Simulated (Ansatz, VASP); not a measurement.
LaTlO2: VASP beside Ansatz

POSCAR

```
LaTlO2
1.0
    3.7807354270      0.0000000000      0.0000000000
    0.0000000000      3.7807354270      0.0000000000
    0.0000000000      0.0000000000      5.0308832637
Tl O La
1 2 1
Direct
    0.0000000000      0.0000000000      0.0000000000
    0.0000000000      0.0000000000      0.5000000000
    0.5000000000      0.5000000000      0.0000000000
    0.5000000000      0.5000000000      0.5000000000
```

INCAR.step1

```
SYSTEM = LaTlO2
  ALGO = Normal
  EDIFF = 1E-4
  ENCUT = 520
  GGA = PE
  ISMEAR = -1
  LASPH = .TRUE.
  LCHARG = .FALSE.
  LREAL = .FALSE.
  LWAVE = .TRUE.
  NBANDS = 26
  NELM = 80
  PREC = Accurate
  SIGMA = 0.02
```

Contents of INCAR.step2:

```
SYSTEM = LaTlO2
  ALGO = Normal
  EDIFF = 1E-6
  ENCUT = 520
  ISIF = 2
  ISMEAR = -1
  ISTART = 1
  LASPH = .TRUE.
  LCHARG = .TRUE.
  LELF = .TRUE.
  LMIXTAU = .TRUE.
  LREAL = .FALSE.
  LVHAR = .TRUE.
  LWAVE = .FALSE.
  METAGGA = R2SCAN
  NBANDS = 26
  NELM = 80
  PREC = Accurate
  SIGMA = 0.02
```

KPOINTS

```
k-points
0
G
  8 8 6
  0 0 0
```

Input for Ansatz:

```yaml
crystal:
  lattice:
    - [3.780735427, 0.0, 0.0]
    - [0.0, 3.780735427, 0.0]
    - [0.0, 0.0, 5.0308832637]
  atoms:
    - { symbol: Tl, position: [0.0, 0.0, 0.0] }
    - { symbol: O, position: [0.0, 0.0, 0.5] }
    - { symbol: La, position: [0.5, 0.5, 0.5] }
    - { symbol: O, position: [0.5, 0.5, 0.0] }
kpoints:
  mp_grid: { grid: [8, 8, 6] }
  band_path:
    path:
      - [0.0, 0.0, 0.0]
      - [0.0, 0.5, 0.0]
      - [0.5, 0.5, 0.0]
      - [0.0, 0.0, 0.5]
      - [0.0, 0.5, 0.5]
      - [0.5, 0.5, 0.5]
      - [0.05, 0.5, 0.5]
    npoints: 1
hamiltonian:
  xc: r2scan
scf:
  occupations: { method: fermi_dirac, width: 0.02 }
  n_extra_bands: 5
output:
  forces: true
  stress: true
  eigenvalues: true
```

Alike in both runs: task single point; functional r2SCAN; k mesh 8 × 8 × 6; occupations fermi-dirac, width 0.02 eV; no spin polarisation.

```csv
,VASP,Ansatz
version,VASP 6.6.1,Ansatz 0.2.0
potentials or method,"VASP PAW PBE potentials, release 64 (Tl_d, O, La)","plane waves, PAW"
plane-wave cutoff (eV),520,500
valence electrons in the cell,36,36
```

VASP gave:

```
pressure (GPa) : -0.4
```

Estimate Ansatz's values.

pressure (GPa): -0.3.

VASP's potentials were made for PBE, not for r2SCAN.

Spin-orbit coupling is off throughout.
